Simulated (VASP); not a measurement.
A run of VASP 6.6.1 is set up as follows.

File INCAR:

```
SYSTEM = Be
PREC     = Accurate       ! precision mode
ENCUT    = 520            ! plane-wave cutoff, eV
EDIFF    = 1E-7           ! SCF threshold, eV
ISMEAR   = 0              ! smearing method
SIGMA    = 0.1            ! smearing width, eV
LREAL    = .FALSE.        ! projectors in reciprocal space
LASPH    = .TRUE.         ! aspherical terms in the spheres
NELM     = 100            ! most SCF steps
ALGO     = Fast           ! electronic algorithm
ISIF     = 2              ! what is computed and relaxed
LWAVE    = .FALSE.        ! write WAVECAR
LCHARG   = .FALSE.        ! write CHGCAR
GGA      = PE             ! functional
NBANDS   = 7              ! bands
```

File KPOINTS:

```
Automatic mesh
0
G
  30 30 30
  0 0 0
```

The input POSCAR:

```
Be
1.0
    0.0000000000      1.5127295339      1.5127295339
    1.5127295339      0.0000000000      1.5127295339
    1.5127295339      1.5127295339      0.0000000000
Be
1
Direct
    0.0000000000      0.0000000000      0.0000000000
```

Potentials or basis: VASP PAW PBE potentials, release 64 (Be).

Run with:

```bash
$ cat potpaw_PBE.64/Be/POTCAR > POTCAR
$ mpirun -np 1 vasp_std > vasp.out
```

**Question.** Estimate the pressure.

**Answer.** 19.5 GPa.

**Question.** Predict the band gap on the k mesh.

**Answer.** Zero (band 1 reaches 9.35 eV, above the bottom of band 2 at 8.56 eV).
